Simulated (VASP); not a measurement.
Here is a VASP 6.6.1 calculation.

Contents of POSCAR:

```
SnSe
1.0
    0.0000000000      3.0100000000      3.0100000000
    3.0100000000      0.0000000000      3.0100000000
    3.0100000000      3.0100000000      0.0000000000
Sn Se
1 1
Direct
    0.0000000000      0.0000000000      0.0000000000
    0.5000000000      0.5000000000      0.5000000000
```

The input INCAR.step1:

```
SYSTEM = SnSe
PREC = Accurate ; ENCUT = 520
ISMEAR = -1 ; SIGMA = 0.05
LREAL = .FALSE. ; LASPH = .TRUE.
NELM = 80 ; NBANDS = 17
GGA = PE ; ALGO = Normal
EDIFF = 1E-4 ; LWAVE = .TRUE.
LCHARG = .FALSE.
```

The input INCAR.step2:

```
SYSTEM = SnSe
PREC = Accurate ; ENCUT = 520
EDIFF = 1E-6 ; ISMEAR = -1
SIGMA = 0.05 ; LREAL = .FALSE.
LASPH = .TRUE. ; NELM = 80
ALGO = Normal ; ISIF = 2
LWAVE = .FALSE. ; LCHARG = .FALSE.
METAGGA = R2SCAN ; LMIXTAU = .TRUE.
NBANDS = 17 ; ISTART = 1
```

File KPOINTS:

```
regular mesh
0
G
  8 8 8
  0 0 0
```

Potentials or basis: VASP PAW PBE potentials, release 64 (Sn_d, Se).

Run with:

```bash
$ cat potpaw_PBE.64/Sn_d/POTCAR potpaw_PBE.64/Se/POTCAR > POTCAR
$ cp INCAR.step1 INCAR
$ mpirun -np 1 vasp_std > vasp.out
$ cp INCAR.step2 INCAR
$ mpirun -np 1 vasp_std > vasp.out
```

Predict the band gap on the k mesh.

0.45 eV, direct.

Predict the pressure.

-0.1 GPa.

Caveat: the PAW data sets were made with another functional, which shifts forces and pressure a little; spin-orbit coupling is left out, which moves the levels of the heavy elements. A k mesh can miss the band edges.
